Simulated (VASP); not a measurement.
CdPd, 2 atoms in the cell. Symmetry: P4/mmm, No. 123, tetragonal system. Conventional cell: a = 2.942 Å, b = 2.942 Å, c = 3.553 Å, α = 90.00°, β = 90.00°, γ = 90.00°. Cd (site symmetry 4/mmm) has 8 Pd at 2.74 Å and 6 Cd at 2.94 to 3.55 Å within 3.6 Å. Within 3.6 Å of Pd (site symmetry 4/mmm) lie 8 Cd at 2.74 Å and 6 Pd at 2.94 to 3.55 Å.  This cell differs from its parent crystal: volume scaled by 0.91.

- Program: VASP 6.6.1
- Task: relaxation of shape and atoms at fixed volume
- Functional: r2SCAN
- Potentials or basis: VASP PAW PBE potentials, release 64 (Cd, Pd)
- Cutoff: 600 eV
- k mesh: 14 × 14 × 12
- Occupations: gaussian, width 0.1 eV
- Spin: no spin polarisation
- Dipole correction: no
- Further INCAR settings: ALGO = Normal; EDIFF = 1e-07; IBRION = 2; EDIFFG = -0.01; NSW = 50; ISIF = 4

Potentials or basis: VASP PAW PBE potentials, release 64 (Cd, Pd).

Launch:

```bash
$ cat potpaw_PBE.64/Cd/POTCAR potpaw_PBE.64/Pd/POTCAR > POTCAR
$ cp INCAR.step1 INCAR
$ mpirun -np 1 vasp_std > vasp.out
$ cp INCAR.step2 INCAR
$ mpirun -np 1 vasp_std > vasp.out
```

Hardware: 1 thread of Intel(R) Xeon(R) 6975P-C (Granite Rapids) (shared host).

Q: How long does it take, and how much memory?

A: It took 4.4 min on 1 thread of Intel(R) Xeon(R) 6975P-C (Granite Rapids), on a shared host, peak memory 0.28 GiB. Counts: k points 252, ion steps 3.
